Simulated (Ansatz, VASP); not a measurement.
Ru: VASP beside Ansatz

Contents of INCAR:

```
SYSTEM = Ru
PREC = Accurate
ENCUT = 520
EDIFF = 1E-6
ISMEAR = 0
SIGMA = 0.15
LREAL = .False.
LASPH = .True.
NELM = 100
ALGO = Fast
ISIF = 2
LWAVE = .False.
LCHARG = .False.
GGA = PS
NBANDS = 21
```

Contents of KPOINTS:

```
Automatic mesh
0
Gamma
  24 24 14
  0 0 0
```

File POSCAR:

```
Ru
1.0
    2.5550477996      0.0000000000      0.0000000000
   -1.2775238998      2.2127363023      0.0000000000
    0.0000000000      0.0000000000      4.4645169983
Ru
2
Direct
    0.3333333333      0.6666666667      0.2500000000
    0.6666666667      0.3333333333      0.7500000000
```

Input for Ansatz:

```yaml
crystal:
  lattice:
    - [2.5550477996, 0.0, 0.0]
    - [-1.2775238998, 2.2127363023, 0.0]
    - [0.0, 0.0, 4.4645169983]
  atoms:
    - { symbol: Ru, position: [0.3333333333, 0.6666666667, 0.25] }
    - { symbol: Ru, position: [0.6666666667, 0.3333333333, 0.75] }
basis:
  ecutwfc: 420
kpoints:
  mp_grid: { grid: [24, 24, 14] }
hamiltonian:
  xc: pbesol
scf:
  occupations: { method: gaussian, width: 0.15 }
output:
  forces: true
  stress: true
  eigenvalues: true
```

Change from the starting cell: strain -0.050 along x and y, +0.050 along z, atoms carried along.

Alike in both runs: task single point; functional PBEsol; k mesh 24 × 24 × 14; occupations gaussian, width 0.15 eV; no spin polarisation.

|  | VASP | Ansatz |
| --- | --- | --- |
| version | VASP 6.6.1 | Ansatz 0.2.0 |
| potentials or method | VASP PAW PBE potentials, release 64 (Ru_pv), cutoff 520 eV | scalar-relativistic, plane waves, PAW |
| valence electrons in the cell | 28 | 32 |

|  | VASP | Ansatz | Ansatz less VASP |
| --- | --- | --- | --- |
| gap on the k mesh at the Fermi level (eV) | none | none | - |
| pressure (GPa) | 24.6 | 24.5 | -0.10 |
| traceless stress, the component that is largest in VASP (GPa) | -39.88 | -39.82 | +0.061 |

VASP's potentials were made for PBE, not for PBEsol. A gap of «none» marks a metal or a gap that the smearing closes. VASP's potentials hold 28 valence electrons a cell and Ansatz's 32, so a difference there can come from the potentials and not from the codes.
